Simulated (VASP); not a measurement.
Crystal: SbS5.

```
Sb S
1.0
     0.00000    3.82786    3.82786
     3.82786    0.00000    3.82786
     3.82786    3.82786    0.00000
Sb S
1 5
Direct
  0.00000 0.00000 0.00000
  0.75000 0.75000 0.75000
  0.38812 0.38812 0.83564
  0.38812 0.83564 0.38812
  0.38812 0.38812 0.38812
  0.83564 0.38812 0.38812
```

The cell was built from a structure type or drawn by symmetry, and may not be a known phase.

- Program: VASP 6.6.1
- Task: relaxation of cell and atoms
- Functional: PBE
- Potentials or basis: VASP PAW PBE potentials, release 64 (Sb, S)
- Cutoff: 600 eV
- k mesh: 8 × 8 × 8
- Occupations: gaussian, width 0.1 eV
- Spin: no spin polarisation

At the start: pressure -0.8 GPa; volume 18.70 Å³/atom.

Task: How do energy, volume and symmetry change on relaxing?

Result: Over 7 steps the energy falls by 9.4 meV/atom and the volume is 18.10 Å³/atom (-3.2 %); space group F-43m (No. 216, to 0.1 Å) before and after.

The path:
```csv
step,energy change (eV),largest force (eV/Å),pressure (GPa),volume (Å³)
1,0.0000,0.3635,-0.76,112.18
2,-0.0272,0.2696,-0.37,110.74
3,-0.0505,0.0756,1.11,107.04
4,-0.0514,0.1026,0.83,107.63
5,-0.0557,0.0124,-0.42,109.13
6,-0.0563,0.0150,-0.09,108.72
7,-0.0565,0.0083,-0.05,108.60
```

Final structure:
```yaml
crystal:
  lattice:
    - [0.00000, 3.78677, 3.78677]
    - [3.78677, 0.00000, 3.78677]
    - [3.78677, 3.78677, 0.00000]
  atoms:
    - { symbol: Sb, position: [0.00000, 0.00000, 0.00000] }
    - { symbol: S, position: [0.75000, 0.75000, 0.75000] }
    - { symbol: S, position: [0.38293, 0.38293, 0.85121] }
    - { symbol: S, position: [0.38293, 0.85121, 0.38293] }
    - { symbol: S, position: [0.38293, 0.38293, 0.38293] }
    - { symbol: S, position: [0.85121, 0.38293, 0.38293] }
```
